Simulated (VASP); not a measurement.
# Cu (Fmmm) in VASP: notebook, part 2 of 2

VASP 6.6.1. The steps go on from the part before.

**3. Single point, PBE (strain +0.0937 x Voigt [1, -1, 0, 0, 0, 0])**

File INCAR:

```
PREC     = Accurate       # precision mode
ENCUT    = 520            # plane-wave cutoff, eV
EDIFF    = 1E-6           # SCF threshold, eV
ISMEAR   = 0              # smearing method
SIGMA    = 0.15           # smearing width, eV
LREAL    = False          # projectors in reciprocal space
LASPH    = True           # aspherical terms in the spheres
NELM     = 60             # most SCF steps
ALGO     = Fast           # electronic algorithm
ISIF     = 2              # what is computed and relaxed
LWAVE    = False          # write WAVECAR
LCHARG   = False          # write CHGCAR
GGA      = PE             # functional
NBANDS   = 12             # bands
```

File KPOINTS:

```
regular mesh
0
Gamma
  22 22 22
```

File POSCAR:

```
Cu
1.0
    0.0000000000      1.6381372500      1.8075000000
    1.9768627500      0.0000000000      1.8075000000
    1.9768627500      1.6381372500      0.0000000000
Cu
1
Direct
    0.0000000000      0.0000000000      0.0000000000
```

Potentials or basis: VASP PAW PBE potentials, release 64 (Cu).

Launch:

```bash
> cat potpaw_PBE.64/Cu/POTCAR > POTCAR
> mpirun -np 1 vasp_std > vasp.out
```

OUTCAR:

```text
PREC = Accurate
   ENCUT = 520
   EDIFF = 1E-6
   ISMEAR = 0
   LREAL = False
   LASPH = True
   NELM = 60
   ISIF = 2
   GGA = PE

 ion  position               nearest neighbor table
   1  0.000  0.000  0.000-

  LATTYP: Found a face centered orthorhombic cell.
 ALAT       =     3.2762745000
 B/A-ratio  =     1.1033873993
 C/A-ratio  =     1.2067747986

  Lattice vectors:

 A1 = (  -1.9768627500,   0.0000000000,  -1.8075000000)
 A2 = (  -1.9768627500,   1.6381372500,   0.0000000000)
 A3 = (   0.0000000000,   1.6381372500,  -1.8075000000)

Analysis of symmetry for initial positions (statically):
=====================================================================
 Subroutine PRICEL returns:
 Original cell was already a primitive cell.

 Routine SETGRP: Setting up the symmetry group for a
 face centered orthorhombic supercell.

 Subroutine GETGRP returns: Found  8 space group operations
 (whereof  8 operations were pure point group operations)
 out of a pool of  8 trial point group operations.

The static configuration has the point symmetry D_2h.

Analysis of symmetry for dynamics (positions and initial velocities):
=====================================================================
 Subroutine PRICEL returns:
 Original cell was already a primitive cell.

 Routine SETGRP: Setting up the symmetry group for a
 face centered orthorhombic supercell.

 Subroutine GETGRP returns: Found  8 space group operations
 (whereof  8 operations were pure point group operations)
 out of a pool of  8 trial point group operations.

The dynamic configuration has the point symmetry D_2h.

 Subroutine INISYM returns: Found  8 space group operations
 (whereof  8 operations are pure point group operations),
 and found     1 'primitive' translations

----------------------------------------------------------------------------------------

                                     Primitive cell

[... 110 lines left out ...]
  Fermi-wavevector in a.u.,A,eV,Ry     =   1.603469  3.030118 34.982134  2.571114
  Thomas-Fermi vector in A             =   2.700127
   LORBIT       =      0    0 simple, 1 ext, 2 COOP (PROOUT), +10 PAW based schemes
   GGA     = PE    functional components
   LHFCALC =     F    Hartree Fock is set to
   AEXX    =    0.0000 exact exchange contribution
   IVDW    =     0    specifies the selected vdW correction
   LEPSILON=     F    determine dielectric tensor
   LRPA    =     F    only Hartree local field effects (RPA)
 non-spin polarized calculation
 RMM-DIIS sequential band-by-band and
 Gauss-broadening in eV      SIGMA  =   0.15
  energy-cutoff  :      520.00
  volume of cell :       11.71
 maximum number of plane-waves:       336
   NGX =  9   NGY =  9   NGZ =  9

 number of electron      11.0000008 magnetization

 Free energy of the ion-electron system (eV)
  ---------------------------------------------------
  ext. energy  EPLUGINS =         0.00000000
  ---------------------------------------------------
  free energy    TOTEN  =        -3.69017530 eV

  energy without entropy =       -3.68650037  energy(sigma->0) =       -3.68833783

 E-fermi :   7.6929     XC(G=0): -12.7755

 val. band max:        7.6848169683   @ k =  -0.1818   0.3182   0.2727
 cond. band min:       7.6939723691   @ k =  -0.4091   0.0455   0.1364
 fundamental gap:      0.0091554008
 Fermi energy:         7.6928682739

 k-point     1 :       0.0000    0.0000    0.0000
  band No.  band energies     occupation
      1      -1.7183      2.00000
      2       4.2112      2.00000
      3       4.7468      2.00000
      4       5.0108      2.00000
      5       5.1020      2.00000
      6       5.7772      2.00000
      7      30.8759      0.00000
      8      32.8436      0.00000
      9      33.2114      0.00000
     10      33.8605      0.00000
     11      35.6811      0.00000
     12      35.9894      0.00000
[... 331 lines left out ...]
 k-point    24 :      -0.4545    0.0455    0.0000
  band No.  band energies     occupation
      1       2.6102      2.00000
      2       4.2213      2.00000
      3       5.0065      2.00000
      4       5.7067      2.00000
      5       6.0429      2.00000
      6       6.9485      2.00000
      7      11.9022      0.00000
      8      25.6938      0.00000
      9      28.1203      0.00000
     10      30.8322      0.00000
     11      34.4368      0.00000
     12      35.5052      0.00000

 [... further k-points ...]
[... 5 lines left out ...]
  --------------------------------------------------------------------------------------
  -------------------------------------------------------------------------------------
  Total       -0.1564547      0.5862858      0.6286879      0.0000000      0.0000000      0.0000000
  in kB      -21.4123433     80.2388811     86.0420119      0.0000000      0.0000000      0.0000000
  external PRESSURE =      48.2895166 kB  Pullay stress =       0.0000000 kB

 VOLUME and BASIS-vectors are now :
 -----------------------------------------------------------------------------
  energy-cutoff  :      520.00
  volume of cell :       11.71
      direct lattice vectors                 reciprocal lattice vectors
     0.000000000  1.638137250  1.807500000    -0.252926006  0.305224730  0.276625173
     1.976862750  0.000000000  1.807500000     0.252926006 -0.305224730  0.276625173
     1.976862750  1.638137250  0.000000000     0.252926006  0.305224730 -0.276625173

 POSITION                                       TOTAL-FORCE (eV/Angst)
 -----------------------------------------------------------------------------------
      0.00000      0.00000      0.00000         0.000000     -0.000000      0.000000
 -----------------------------------------------------------------------------------
    total drift:                               -0.000000     -0.000000     -0.000000

  FREE ENERGIE OF THE ION-ELECTRON SYSTEM (eV)
  ---------------------------------------------------
  free  energy   TOTEN  =        -3.6901753016 eV

  energy  without entropy=       -3.6865003658  energy(sigma->0) =       -3.68833783
```

Run time: 6.4 min. Hardware: 1 thread of AMD EPYC 7R13, shared host; peak memory 0.28 GiB.

Results:

```
Free energy : -3.6902 eV
Pressure    : 4.8 GPa
```

Stress tensor (GPa, compression positive):
```
-2.14  0.00  0.00
 0.00  8.02  0.00
 0.00  0.00  8.60
```

Levels at points of the mesh, in eV from the Fermi level:
```tsv
k point	band 1	band 2	band 3	band 4	band 5	band 6	band 7	band 8	band 9	band 10
(0.00, 0.00, 0.00)	-9.41	-3.48	-2.95	-2.68	-2.59	-1.92	23.18	25.15	25.52	26.17
(0.50, 0.00, 0.00)	-5.11	-3.48	-2.68	-1.81	-1.51	-0.94	3.93	18.06	21.79	22.73
(0.50, 0.50, 0.00)	-4.94	-4.30	-1.84	-1.80	-1.24	1.44	7.10	13.48	13.80	18.07
(0.50, 0.00, 0.50)	-4.84	-4.51	-1.68	-1.67	-1.30	3.84	9.85	10.92	11.22	15.95
(0.00, 0.50, 0.50)	-5.08	-4.41	-1.66	-1.65	-1.46	-0.25	4.89	15.58	15.58	19.72
```

Caveat: the cell differs from its parent crystal (strain +0.0937 x Voigt [1, -1, 0, 0, 0, 0]).

**4. Single point, PBE (strain +0.0375 x Voigt [1, -1, 0, 0, 0, 0])**

File INCAR:

```
PREC = Accurate
ENCUT = 520
EDIFF = 1E-7
ISMEAR = 0
SIGMA = 0.15
LREAL = False
LASPH = True
NELM = 80
ALGO = Fast
ISIF = 2
LWAVE = False
LCHARG = False
GGA = PE
NBANDS = 12
```

File KPOINTS:

```
Automatic mesh
0
Gamma
  22 22 22
```

File POSCAR:

```
Cu
1.0
    0.0000000000      1.7397187500      1.8075000000
    1.8752812500      0.0000000000      1.8075000000
    1.8752812500      1.7397187500      0.0000000000
Cu
1
Direct
    0.0000000000      0.0000000000      0.0000000000
```

Launch:

```bash
> cat potpaw_PBE.64/Cu/POTCAR > POTCAR
> mpirun -np 1 vasp_std > vasp.out
```

It took 6.7 min on 1 thread of AMD EPYC 7R13, shared host; peak memory 0.28 GiB.

The run converged. Its results:

| Quantity | Value |
| --- | --- |
| Free energy | -3.7227 eV |
| Pressure | 2.8 GPa |

Stress tensor (GPa, compression positive):
```
0.24 0.00 0.00
0.00 4.72 0.00
0.00 0.00 3.31
```

Levels at points of the mesh, in eV from the Fermi level:
```
           k point  band 2  band 3  band 4  band 5  band 6  band 7  band 8  band 9
(0.00, 0.00, 0.00)   -3.22   -3.02   -2.86   -2.39   -2.07   22.68   25.16   25.27
(0.50, 0.00, 0.00)   -3.23   -2.91   -1.71   -1.59   -1.00    3.78   20.05   21.72
(0.50, 0.50, 0.00)   -4.41   -1.69   -1.63   -1.39    1.48    7.10   13.09   13.23
(0.50, 0.00, 0.50)   -4.46   -1.67   -1.56   -1.43    2.34    8.13   12.18   12.27
(0.00, 0.50, 0.50)   -4.42   -1.66   -1.57   -1.47    0.73    6.16   13.98   14.02
```

Caveat: the cell differs from its parent crystal (strain +0.0375 x Voigt [1, -1, 0, 0, 0, 0]).

**5. Single point, PBE (strain +0.0562 x Voigt [1, -1, 0, 0, 0, 0])**

File INCAR:

```
  ALGO = Fast
  EDIFF = 1E-7
  ENCUT = 520
  GGA = PE
  ISIF = 2
  ISMEAR = 0
  LASPH = T
  LCHARG = F
  LREAL = F
  LWAVE = F
  NBANDS = 12
  NELM = 60
  PREC = Accurate
  SIGMA = 0.15
```

File KPOINTS:

```
k-points
0
Gamma
  22 22 22
```

File POSCAR:

```
Cu
1.0
    0.0000000000      1.7059185000      1.8075000000
    1.9090815000      0.0000000000      1.8075000000
    1.9090815000      1.7059185000      0.0000000000
Cu
1
Direct
    0.0000000000      0.0000000000      0.0000000000
```

Launch:

```bash
> cat potpaw_PBE.64/Cu/POTCAR > POTCAR
> mpirun -np 1 vasp_std > vasp.out
```

It took 6.4 min on 1 thread of AMD EPYC 7R13, shared host; peak memory 0.28 GiB.

It converged, with:

| Item | Value |
| --- | --- |
| Free energy | -3.7146 eV |
| Pressure | 3.3 GPa |

Stress tensor (GPa, compression positive):
```
-0.70  0.00  0.00
 0.00  6.00  0.00
 0.00  0.00  4.66
```

Levels at points of the mesh, in eV from the Fermi level:
| k point | band 2 | band 3 | band 4 | band 5 | band 6 | band 7 | band 8 | band 9 |
| --- | --- | --- | --- | --- | --- | --- | --- | --- |
| (0.00, 0.00, 0.00) | -3.32 | -3.02 | -2.78 | -2.49 | -2.02 | 22.79 | 25.15 | 25.32 |
| (0.50, 0.00, 0.00) | -3.33 | -2.85 | -1.76 | -1.57 | -1.00 | 3.80 | 19.35 | 21.72 |
| (0.50, 0.50, 0.00) | -4.39 | -1.73 | -1.71 | -1.35 | 1.46 | 7.09 | 13.16 | 13.36 |
| (0.50, 0.00, 0.50) | -4.48 | -1.69 | -1.61 | -1.40 | 2.79 | 8.67 | 11.74 | 11.89 |
| (0.00, 0.50, 0.50) | -4.42 | -1.67 | -1.61 | -1.47 | 0.38 | 5.71 | 14.47 | 14.51 |

Caveat: the cell differs from its parent crystal (strain +0.0562 x Voigt [1, -1, 0, 0, 0, 0]).

**6. Summary**

```tsv
cell	further INCAR settings	gap on the mesh (eV)	pressure (GPa)
a = 2.654, b = 2.462, c = 2.563 Å, angles 63.7, 56.3, 60.0°, 1 atom	ALGO = Fast; EDIFF = 1e-06; NBANDS = 12	none	4.0
a = 2.439, b = 2.679, c = 2.567 Å, angles 55.4, 64.6, 60.0°, 1 atom	ALGO = Fast; EDIFF = 1e-06; NBANDS = 12	none	4.8
a = 2.509, b = 2.605, c = 2.558 Å, angles 58.1, 61.9, 60.0°, 1 atom	ALGO = Fast; EDIFF = 1e-07; NBANDS = 12	none	2.8
a = 2.485, b = 2.629, c = 2.560 Å, angles 57.2, 62.8, 60.0°, 1 atom	ALGO = Fast; EDIFF = 1e-07; NBANDS = 12	none	3.3
```

Alike in all rows: task single point; level PBE; potentials or basis VASP PAW PBE potentials, release 64 (Cu); no spin polarisation; k mesh 22 × 22 × 22; cutoff (eV) 520; smearing gaussian 0.15 eV.

Absolute energies hang on the potentials; compare differences alone.
